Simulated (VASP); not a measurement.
# KF (Fm-3m) in VASP: further runs

Aim: see how the results for KF move with the level of theory and the settings. Levels: PBE-based global hybrid with 35 % exact exchange, PBE-based screened hybrid with 50 % exact exchange. Tasks: single point.

All numbers are computed with VASP 6.6.1; they aren't measurements. Logs are shortened: lines on timing, memory, paths and dates and some standing lists are left out, and cuts for length are marked.

## (1) The cell of the first run

The structure is cubic, space group Fm-3m (No. 225). Conventional cell: a = 5.347 Å, b = 5.347 Å, c = 5.347 Å, α = 90.00°, β = 90.00°, γ = 90.00°. K (site symmetry m-3m) has 6 F at 2.67 Å within 3.5 Å. Within 3.5 Å of F (site symmetry m-3m) lie 6 K at 2.67 Å.

## (2) Single point, PBE-based global hybrid with 35 % exact exchange

The input, POSCAR:

```
KF
1.0
    0.0000000000      2.6734993184      2.6734993184
    2.6734993184      0.0000000000      2.6734993184
    2.6734993184      2.6734993184      0.0000000000
K F
1 1
Direct
    0.0000000000      0.0000000000      0.0000000000
    0.5000000000      0.5000000000      0.5000000000
```

The input, INCAR.step1:

```
SYSTEM = KF
PREC = Accurate
ENCUT = 520
EDIFF = 1E-5
ISMEAR = 0
SIGMA = 0.05
LREAL = .FALSE.
LASPH = .TRUE.
NELM = 80
ALGO = Normal
ISIF = 2
LWAVE = .TRUE.
GGA = PE
NBANDS = 15
```

The input, INCAR.step2:

```
SYSTEM = KF
PREC = Accurate
ENCUT = 520
EDIFF = 1E-6
ISMEAR = 0
SIGMA = 0.05
LREAL = .FALSE.
LASPH = .TRUE.
NELM = 80
ALGO = Normal
ISIF = 2
LWAVE = .FALSE.
LCHARG = .TRUE.
GGA = PE
LHFCALC = .TRUE.
AEXX = 0.35
PRECFOCK = Normal
LELF = .TRUE.
LVHAR = .TRUE.
ISTART = 1
NBANDS = 15
```

The input, KPOINTS:

```
Automatic mesh
0
G
  4 4 4
  0 0 0
```

Potentials or basis: VASP PAW PBE potentials, release 64 (K_sv, F).

Launch:

```console
cat potpaw_PBE.64/K_sv/POTCAR potpaw_PBE.64/F/POTCAR > POTCAR
cp INCAR.step1 INCAR
mpirun -np 1 vasp_std > vasp.out
cp INCAR.step2 INCAR
mpirun -np 1 vasp_std > vasp.out
```

OUTCAR:

```text
SYSTEM = KF
   PREC = Accurate
   ENCUT = 520
   EDIFF = 1E-6
   ISMEAR = 0
   LREAL = .FALSE.
   LASPH = .TRUE.
   NELM = 80
   ISIF = 2
   GGA = PE
   LHFCALC = .TRUE.
   AEXX = 0.35
   PRECFOCK = Normal
   ISTART = 1

 ion  position               nearest neighbor table
   1  0.000  0.000  0.000-   2 2.67   2 2.67   2 2.67   2 2.67   2 2.67   2 2.67
   2  0.500  0.500  0.500-   1 2.67   1 2.67   1 2.67   1 2.67   1 2.67   1 2.67

  LATTYP: Found a face centered cubic cell.
 ALAT       =     5.3469986368

  Lattice vectors:

 A1 = (   0.0000000000,   2.6734993184,   2.6734993184)
 A2 = (   2.6734993184,   0.0000000000,   2.6734993184)
 A3 = (   2.6734993184,   2.6734993184,   0.0000000000)

Analysis of symmetry for initial positions (statically):
=====================================================================
 Subroutine PRICEL returns:
 Original cell was already a primitive cell.

 Routine SETGRP: Setting up the symmetry group for a
 face centered cubic supercell.

 Subroutine GETGRP returns: Found 48 space group operations
 (whereof 48 operations were pure point group operations)
 out of a pool of 48 trial point group operations.

The static configuration has the point symmetry O_h .

Analysis of symmetry for dynamics (positions and initial velocities):
=====================================================================
 Subroutine PRICEL returns:
 Original cell was already a primitive cell.

 Routine SETGRP: Setting up the symmetry group for a
 face centered cubic supercell.

 Subroutine GETGRP returns: Found 48 space group operations
 (whereof 48 operations were pure point group operations)
 out of a pool of 48 trial point group operations.

The dynamic configuration has the point symmetry O_h .

 Subroutine INISYM returns: Found 48 space group operations
 (whereof 48 operations are pure point group operations),
 and found     1 'primitive' translations

----------------------------------------------------------------------------------------

                                     Primitive cell

  volume of cell :      38.2182

  direct lattice vectors                    reciprocal lattice vectors
     0.000000000  2.673499318  2.673499318    -0.187020807  0.187020807  0.187020807
     2.673499318  0.000000000  2.673499318     0.187020807 -0.187020807  0.187020807
     2.673499318  2.673499318  0.000000000     0.187020807  0.187020807 -0.187020807

  length of vectors
     3.780898995  3.780898995  3.780898995     0.323929540  0.323929540  0.323929540

  position of ions in fractional coordinates (direct lattice)
     0.000000000  0.000000000  0.000000000
     0.500000000  0.500000000  0.500000000

  ion indices of the primitive-cell ions
   primitive index   ion index
                 1           1
                 2           2

----------------------------------------------------------------------------------------

 KPOINTS: Automatic mesh

Automatic generation of k-mesh.
 Grid dimensions read from file:
 generate k-points for:    4    4    4

 Generating k-lattice:

  Cartesian coordinates                     Fractional coordinates (reciprocal lattice)
    -0.046755202  0.046755202  0.046755202     0.250000000  0.000000000  0.000000000
     0.046755202 -0.046755202  0.046755202     0.000000000  0.250000000  0.000000000
     0.046755202  0.046755202 -0.046755202     0.000000000  0.000000000  0.250000000

  Length of vectors
     0.080982385  0.080982385  0.080982385

  Shift w.r.t. Gamma in fractional coordinates (k-lattice)
     0.000000000  0.000000000  0.000000000

 Subroutine IBZKPT returns following result:
 ===========================================

 Found      8 irreducible k-points:

 Following reciprocal coordinates:
            Coordinates               Weight
  0.000000  0.000000  0.000000      1.000000
  0.250000  0.000000  0.000000      8.000000
  0.500000  0.000000  0.000000      4.000000
  0.250000  0.250000  0.000000      6.000000
  0.500000  0.250000  0.000000     24.000000
 -0.250000  0.250000  0.000000     12.000000
  0.500000  0.500000  0.000000      3.000000
 -0.250000  0.500000  0.250000      6.000000
   k-points           NKPTS =      8   k-points in BZ     NKDIM =     64   number of bands    NBANDS=     15
   number of dos      NEDOS =    301   number of ions     NIONS =      2
   total plane-waves  NPLWV =  21952
   dimension x,y,z NGX =    28 NGY =   28 NGZ =   28
   dimension x,y,z NGXF=    56 NGYF=   56 NGZF=   56
   ions per type =               1   1
   NGX,Y,Z   is equivalent  to a cutoff of  12.31, 12.31, 12.31 a.u.
   NGXF,Y,Z  is equivalent  to a cutoff of  24.62, 24.62, 24.62 a.u.
 SYSTEM =  KF
   PREC   = accura    normal or accurate (medium, high low for compatibility)
   ISTART =      1    job   : 0-new  1-cont  2-samecut
   ICHARG =      0    charge: 1-file 2-atom 10-const
   ISPIN  =      1    spin polarized calculation?
   LNONCOLLINEAR =      F non collinear calculations
   LSORBIT =      F    spin-orbit coupling
   LASPH  =      T    aspherical Exc in radial PAW
   ENCUT  =  520.0 eV  38.22 Ry    6.18 a.u.   7.03  7.03  7.03*2*pi/ulx,y,z
   NELM   =     80;   NELMIN=  2; NELMDL=  0     # of ELM steps
   EDIFF  = 0.1E-05   stopping-criterion for ELM
   LREAL  =      F    real-space projection
   EDIFFG = 0.1E-04   stopping-criterion for IOM
   NSW    =      0    number of steps for IOM
   IBRION =     -1    ionic relax: 0-MD 1-quasi-New 2-CG
   NFREE  =      0    steps in history (QN), initial steepest desc. (CG)
   ISIF   =      2    stress and relaxation
   ISYM   =      3    0-nonsym 1-usesym 2-fastsym
   POTIM  = 0.5000    time-step for ionic-motion
   TEBEG  =    0.0;   TEEND  =   0.0 temperature during run
   PSTRESS=    0.0 pullay stress
   NELECT =      16.0000    total number of electrons
   NUPDOWN=      -1.0000    fix difference up-down
   EMIN   =  10.00;   EMAX   =-10.00  energy-range for DOS
   EFERMI =   0.00;   METHOD = LEGACY
   ISMEAR =     0;   SIGMA  =   0.05  broadening in eV -4-tet -1-fermi 0-gaus
   EFERMI_NEDOS =   21; number of points for ismear=-14 and -15
   IALGO  =     38    algorithm
   IMIX   =      1    mixing-type and parameters
     AMIX     =   0.40;   BMIX     =  1.00
     AMIX_MAG =   1.60;   BMIX_MAG =  1.00
  volume/ion in A,a.u.               =      19.11       128.95
  Fermi-wavevector in a.u.,A,eV,Ry     =   1.224686  2.314321 20.406777  1.499856
  Thomas-Fermi vector in A             =   2.359751
   LORBIT       =      0    0 simple, 1 ext, 2 COOP (PROOUT), +10 PAW based schemes
   GGA     = PE    functional components
   LHFCALC =     T    Hartree Fock is set to
   PRECFOCK=normal    Normal, Fast or Accurate (Low or Medium for compatibility)
   ENCUT4O =  -1.0   cutoff for four orbital integrals eV
   NKREDX  =     1    reduce k-point grid by
   NKREDY  =     1    reduce k-point grid by
   NKREDZ  =     1    reduce k-point grid by
   AEXX    =    0.3500 exact exchange contribution
   HFSCREEN=    0.0000 screening length (either q_TF or 0.3 A-1)
   HFSCREENC=   0.0000 screening length for correlation (either q_TF or 0.3 A-1)
   ENCUTFOCK=  -1.0 apply spherical cutoff to Coloumb kernel
   IVDW    =     0    specifies the selected vdW correction
   LEPSILON=     F    determine dielectric tensor
   LRPA    =     F    only Hartree local field effects (RPA)
 non-spin polarized calculation
 Gauss-broadening in eV      SIGMA  =   0.05
  energy-cutoff  :      520.00
  volume of cell :       38.22
 maximum number of plane-waves:      1056
  NGX = 24; NGY = 24; NGZ = 24

 number of electron      16.0000001 magnetization

 Free energy of the ion-electron system (eV)
  ---------------------------------------------------
  ext. energy  EPLUGINS =         0.00000000
  ---------------------------------------------------
  free energy    TOTEN  =       -11.40534764 eV

  energy without entropy =      -11.40534764  energy(sigma->0) =      -11.40534764

 E-fermi :  -5.2810     XC(G=0):  -5.8128

 val. band max:       -5.6440528751   @ k =   0.0000   0.0000   0.0000
 cond. band min:       4.4354232328   @ k =   0.0000   0.0000   0.0000
 fundamental gap:     10.0794761080
 Fermi energy:        -5.2810189550

 k-point     1 :       0.0000    0.0000    0.0000
  band No.  band energies     occupation
      1     -33.8829      2.00000
      2     -26.4539      2.00000
      3     -15.2193      2.00000
      4     -15.2193      2.00000
      5     -15.2193      2.00000
      6      -5.6441      2.00000
      7      -5.6441      2.00000
      8      -5.6441      2.00000
      9       4.4354      0.00000
     10       9.4464      0.00000
     11       9.4464      0.00000
     12       9.4464      0.00000
     13      11.3503      0.00000
     14      11.3503      0.00000
     15      15.1004      0.00000

 k-point     2 :       0.2500    0.0000    0.0000
  band No.  band energies     occupation
      1     -33.8319      2.00000
      2     -26.4988      2.00000
      3     -15.3561      2.00000
      4     -15.2345      2.00000
      5     -15.2345      2.00000
      6      -6.0675      2.00000
      7      -5.8235      2.00000
      8      -5.8235      2.00000
      9       5.9890      0.00000
     10       8.6777      0.00000
     11      10.2563      0.00000
     12      10.2563      0.00000
     13      12.0007      0.00000
     14      12.0007      0.00000
     15      17.4185      0.00000
[... 77 lines left out ...]
      3     -15.8119      2.00000
      4     -15.4457      2.00000
      5     -15.4457      2.00000
      6      -5.8388      2.00000
      7      -5.6969      2.00000
      8      -5.6969      2.00000
      9       6.6515      0.00000
     10       9.0394      0.00000
     11      10.2408      0.00000
     12      12.8058      0.00000
     13      13.5066      0.00000
     14      13.5066      0.00000
     15      14.7863      0.00000

 k-point     8 :      -0.2500    0.5000    0.2500
  band No.  band energies     occupation
      1     -33.7556      2.00000
      2     -26.5001      2.00000
      3     -15.6300      2.00000
      4     -15.6300      2.00000
      5     -15.3020      2.00000
      6      -6.0599      2.00000
      7      -5.7938      2.00000
      8      -5.7938      2.00000
      9       8.2418      0.00000
     10       8.2418      0.00000
     11      10.0530      0.00000
     12      12.4020      0.00000
     13      13.5189      0.00000
     14      13.8402      0.00000
     15      15.0866      0.00000

------------------------ aborting loop because EDIFF is reached ----------------------------------------

  FORCE on cell =-STRESS in cart. coord.  units (eV):
  Direction    XX          YY          ZZ          XY          YZ          ZX
  --------------------------------------------------------------------------------------
  -------------------------------------------------------------------------------------
  Total       -0.0011197     -0.0011197     -0.0011197     -0.0000000     -0.0000000      0.0000000
  in kB       -0.0469397     -0.0469397     -0.0469397     -0.0000000     -0.0000000      0.0000000
  external PRESSURE =      -0.0469397 kB  Pullay stress =       0.0000000 kB

 VOLUME and BASIS-vectors are now :
 -----------------------------------------------------------------------------
  energy-cutoff  :      520.00
  volume of cell :       38.22
      direct lattice vectors                 reciprocal lattice vectors
     0.000000000  2.673499318  2.673499318    -0.187020807  0.187020807  0.187020807
     2.673499318  0.000000000  2.673499318     0.187020807 -0.187020807  0.187020807
     2.673499318  2.673499318  0.000000000     0.187020807  0.187020807 -0.187020807

 POSITION                                       TOTAL-FORCE (eV/Angst)
 -----------------------------------------------------------------------------------
      0.00000      0.00000      0.00000         0.000000      0.000000      0.000000
      2.67350      2.67350      2.67350        -0.000000     -0.000000     -0.000000
 -----------------------------------------------------------------------------------
    total drift:                                0.000000      0.000000      0.000000

  FREE ENERGIE OF THE ION-ELECTRON SYSTEM (eV)
  ---------------------------------------------------
  free  energy   TOTEN  =       -11.4053476421 eV

  energy  without entropy=      -11.4053476421  energy(sigma->0) =      -11.40534764
```

Wall time 5.8 min (1 thread of AMD EPYC 7R43 (Zen 3), shared host); peak memory 0.13 GiB.

What came out:

- Free energy: -11.4053 eV
- Pressure: 0.0 GPa
- Band gap on the k mesh: 10.08 eV

Caveat: the k points lie up to 0.51 Å⁻¹ apart; the PAW data sets were made with another functional, which shifts forces and pressure a little.

## (3) Single point, PBE-based screened hybrid with 50 % exact exchange

POSCAR is that of step 2.

The input, INCAR.step1:

```
SYSTEM = KF
PREC = Accurate
ENCUT = 520
EDIFF = 1E-5
ISMEAR = 0
SIGMA = 0.05
LREAL = .FALSE.
LASPH = .TRUE.
NELM = 100
ALGO = Normal
ISIF = 2
LWAVE = .TRUE.
LCHARG = .FALSE.
NBANDS = 15
GGA = PE
```

The input, INCAR.step2:

```
SYSTEM = KF
PREC = Accurate
ENCUT = 520
EDIFF = 1E-7
ISMEAR = 0
SIGMA = 0.05
LREAL = .FALSE.
LASPH = .TRUE.
NELM = 100
ALGO = Normal
ISIF = 2
LWAVE = .FALSE.
LCHARG = .FALSE.
GGA = PE
LHFCALC = .TRUE.
AEXX = 0.5
HFSCREEN = 0.20787
PRECFOCK = Normal
NBANDS = 15
ISTART = 1
```

KPOINTS is that of step 2.

Potentials or basis: VASP PAW PBE potentials, release 64 (K_sv, F).

Launch:

```console
cat potpaw_PBE.64/K_sv/POTCAR potpaw_PBE.64/F/POTCAR > POTCAR
cp INCAR.step1 INCAR
mpirun -np 1 vasp_std > vasp.out
cp INCAR.step2 INCAR
mpirun -np 1 vasp_std > vasp.out
```

OUTCAR:

```text
SYSTEM = KF
   PREC = Accurate
   ENCUT = 520
   EDIFF = 1E-7
   ISMEAR = 0
   LREAL = .FALSE.
   LASPH = .TRUE.
   NELM = 100
   ISIF = 2
   GGA = PE
   LHFCALC = .TRUE.
   AEXX = 0.5
   HFSCREEN = 0.20787
   PRECFOCK = Normal
   ISTART = 1

 ion  position               nearest neighbor table
   1  0.000  0.000  0.000-   2 2.67   2 2.67   2 2.67   2 2.67   2 2.67   2 2.67
   2  0.500  0.500  0.500-   1 2.67   1 2.67   1 2.67   1 2.67   1 2.67   1 2.67

  LATTYP: Found a face centered cubic cell.
 ALAT       =     5.3469986368

  Lattice vectors:

 A1 = (   0.0000000000,   2.6734993184,   2.6734993184)
 A2 = (   2.6734993184,   0.0000000000,   2.6734993184)
 A3 = (   2.6734993184,   2.6734993184,   0.0000000000)

Analysis of symmetry for initial positions (statically):
=====================================================================
 Subroutine PRICEL returns:
 Original cell was already a primitive cell.

 Routine SETGRP: Setting up the symmetry group for a
 face centered cubic supercell.

 Subroutine GETGRP returns: Found 48 space group operations
 (whereof 48 operations were pure point group operations)
[... 167 lines left out ...]
      4     -15.6682      2.00000
      5     -15.6682      2.00000
      6      -6.0527      2.00000
      7      -6.0527      2.00000
      8      -6.0527      2.00000
      9       4.1708      0.00000
     10       9.3303      0.00000
     11       9.3303      0.00000
     12       9.3303      0.00000
     13      11.3426      0.00000
     14      11.3426      0.00000
[... 113 lines left out ...]
      2     -27.8266      2.00000
      3     -16.0835      2.00000
      4     -16.0835      2.00000
      5     -15.7470      2.00000
      6      -6.4632      2.00000
      7      -6.1884      2.00000
      8      -6.1884      2.00000
      9       8.0314      0.00000
     10       8.0314      0.00000
     11       9.9882      0.00000
     12      12.3561      0.00000
     13      13.6040      0.00000
     14      13.8354      0.00000
     15      15.0529      0.00000

------------------------ aborting loop because EDIFF is reached ----------------------------------------

  FORCE on cell =-STRESS in cart. coord.  units (eV):
  Direction    XX          YY          ZZ          XY          YZ          ZX
  --------------------------------------------------------------------------------------
  -------------------------------------------------------------------------------------
  Total       -0.0822203     -0.0822203     -0.0822203     -0.0000000      0.0000000     -0.0000000
  in kB       -3.4468272     -3.4468272     -3.4468272     -0.0000000      0.0000000     -0.0000000
  external PRESSURE =      -3.4468272 kB  Pullay stress =       0.0000000 kB

 VOLUME and BASIS-vectors are now :
 -----------------------------------------------------------------------------
  energy-cutoff  :      520.00
  volume of cell :       38.22
      direct lattice vectors                 reciprocal lattice vectors
     0.000000000  2.673499318  2.673499318    -0.187020807  0.187020807  0.187020807
     2.673499318  0.000000000  2.673499318     0.187020807 -0.187020807  0.187020807
     2.673499318  2.673499318  0.000000000     0.187020807  0.187020807 -0.187020807

 POSITION                                       TOTAL-FORCE (eV/Angst)
 -----------------------------------------------------------------------------------
      0.00000      0.00000      0.00000        -0.000000      0.000000      0.000000
      2.67350      2.67350      2.67350         0.000000     -0.000000     -0.000000
 -----------------------------------------------------------------------------------
    total drift:                                0.000000      0.000000      0.000000

  FREE ENERGIE OF THE ION-ELECTRON SYSTEM (eV)
  ---------------------------------------------------
  free  energy   TOTEN  =       -11.7173032208 eV

  energy  without entropy=      -11.7173032208  energy(sigma->0) =      -11.71730322
```

Wall time 7.6 min (1 thread of AMD EPYC 7R43 (Zen 3), shared host); peak memory 0.23 GiB.

What came out:

```
Free energy            : -11.7173 eV
Pressure               : -0.3 GPa
Band gap on the k mesh : 10.22 eV
```

Levels at points of the mesh, in eV from the valence-band top:
```tsv
k point	band 4	band 5	band 6	band 7	band 8	band 9	band 10	band 11	band 12	band 13
(0.00, 0.00, 0.00)	-9.62	-9.62	0.00	0.00	0.00	10.22	15.38	15.38	15.38	17.40
(0.50, 0.00, 0.00)	-9.64	-9.64	-0.76	-0.35	-0.35	13.37	14.76	17.05	17.05	19.76
(0.50, 0.50, 0.00)	-9.85	-9.85	-0.18	-0.05	-0.05	12.48	14.98	16.06	18.93	19.64
```

Caveat: the k points lie up to 0.51 Å⁻¹ apart; the PAW data sets were made with another functional, which shifts forces and pressure a little.
